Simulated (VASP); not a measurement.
Here is a VASP 6.6.1 calculation.

INCAR

```
SYSTEM = CaO
ALGO     = Normal         ! electronic algorithm
EDIFF    = 1E-6           ! SCF threshold, eV
ENCUT    = 1340           ! plane-wave cutoff, eV
GGA_COMPAT= .False.      
ISIF     = 2              ! what is computed and relaxed
ISMEAR   = 0              ! smearing method
LASPH    = .True.         ! aspherical terms in the spheres
LCHARG   = .True.         ! write CHGCAR
LELF     = .True.         ! ELF
LREAL    = .False.        ! projectors in reciprocal space
LVHAR    = .True.       
LWAVE    = .False.        ! write WAVECAR
NBANDS   = 15             ! bands
NELM     = 120            ! most SCF steps
PREC     = Accurate       ! precision mode
SIGMA    = 0.02           ! smearing width, eV
```

File KPOINTS:

```
k-points
0
Gamma
  8 8 8
  0 0 0
```

The input POSCAR:

```
CaO
1.0
    0.0000000000      2.3540440847      2.3540440847
    2.3540440847      0.0000000000      2.3540440847
    2.3540440847      2.3540440847      0.0000000000
Ca O
1 1
Direct
    0.0000000000      0.0000000000      0.0000000000
    0.5000000000      0.5000000000      0.5000000000
```

Potentials or basis: VASP PAW LDA potentials, release 64 (Ca_sv, O_h).

The run is started by

```console
$ cat potpaw_LDA.64/Ca_sv/POTCAR potpaw_LDA.64/O_h/POTCAR > POTCAR
$ mpirun -np 1 vasp_std > vasp.out
```

**Question.** Estimate the pressure.

**Answer.** 0.9 GPa.

**Question.** Estimate the band gap on the k mesh.

**Answer.** 3.42 eV (least direct gap 3.78 eV).

A k mesh can miss the band edges. A hybrid or GW would open this gap; LDA tends to underestimate it.
